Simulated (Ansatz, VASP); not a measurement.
**One calculation of Fe3Ge, two programs**

Contents of INCAR:

```
SYSTEM = Fe3Ge
  ALGO = Normal
  EDIFF = 1E-6
  EDIFFG = -0.005
  ENCUT = 600
  GGA = PS
  IBRION = 2
  ISIF = 3
  ISMEAR = 0
  ISPIN = 2
  LASPH = .TRUE.
  LCHARG = .FALSE.
  LMAXMIX = 4
  LORBIT = 11
  LREAL = .FALSE.
  LWAVE = .FALSE.
  MAGMOM = 2.78 1.51 1.51 0
  NELM = 150
  NSW = 100
  PREC = Accurate
  SIGMA = 0.1
```

Contents of KPOINTS:

```
k-points
0
G
  14 14 14
  0 0 0
```

POSCAR

```
Fe3Ge
1.0
    0.0000000000      2.8148849258      2.8148849258
    2.8148849258      0.0000000000      2.8148849258
    2.8148849258      2.8148849258      0.0000000000
Fe Ge
3 1
Direct
    0.5000000000      0.5000000000      0.5000000000
    0.2500000000      0.2500000000      0.2500000000
    0.7500000000      0.7500000000      0.7500000000
    0.0000000000      0.0000000000      0.0000000000
```

Input for Ansatz:

```yaml
crystal:
  lattice:
    - [0.0, 2.8148849258, 2.8148849258]
    - [2.8148849258, 0.0, 2.8148849258]
    - [2.8148849258, 2.8148849258, 0.0]
  atoms:
    - { symbol: Fe, position: [0.5, 0.5, 0.5], spin: 2.78 }
    - { symbol: Fe, position: [0.25, 0.25, 0.25], spin: 1.51 }
    - { symbol: Fe, position: [0.75, 0.75, 0.75], spin: 1.51 }
    - { symbol: Ge, position: [0.0, 0.0, 0.0] }
basis:
  ecutwfc: 420
kpoints:
  mp_grid: { grid: [14, 14, 14] }
hamiltonian:
  xc: pbesol
scf:
  occupations: { method: gaussian, width: 0.1 }
output:
  forces: true
  stress: true
  eigenvalues: true
  populations: true
magnetization:
  spin_polarized: true
relax:
  adjacent_minimum: "off"
  f_tol: 0.005
  max_steps: 80
  cell: { stress_tol: 0.05 }
```

Alike in both runs: task relaxation of cell and atoms; functional PBEsol; k mesh 14 × 14 × 14; occupations gaussian, width 0.1 eV; collinear spin.

|  | VASP | Ansatz |
| --- | --- | --- |
| version | VASP 6.6.1 | Ansatz 0.2.0 |
| potentials or method | VASP PAW PBE potentials, release 64 (Fe, Ge_d), cutoff 600 eV | scalar-relativistic, plane waves, PAW |
| valence electrons in the cell | 38 | 62 |

|  | VASP | Ansatz | Ansatz less VASP |
| --- | --- | --- | --- |
| gap on the k mesh at the Fermi level, each at its own relaxed structure (eV) | none | none | - |
| net moment per atom (μB) | 1.28 | 1.28 | -0.004 |
| size of the moment on the site where the two differ most (μB) | 0.07 | 0.04 | -0.024 |
| relaxed volume (Å³/atom) | 11.18 | 11.17 | -0.012 |
| relaxed cell length with the largest relative difference (Å) | 3.984 | 3.982 | -0.0014 |

VASP's potentials were made for PBE, not for PBEsol. Site moments also hang on the region over which each program counts them. A gap of «none» marks a metal or a gap that the smearing closes. VASP's potentials hold 38 valence electrons a cell and Ansatz's 62, so a difference there can come from the potentials and not from the codes.
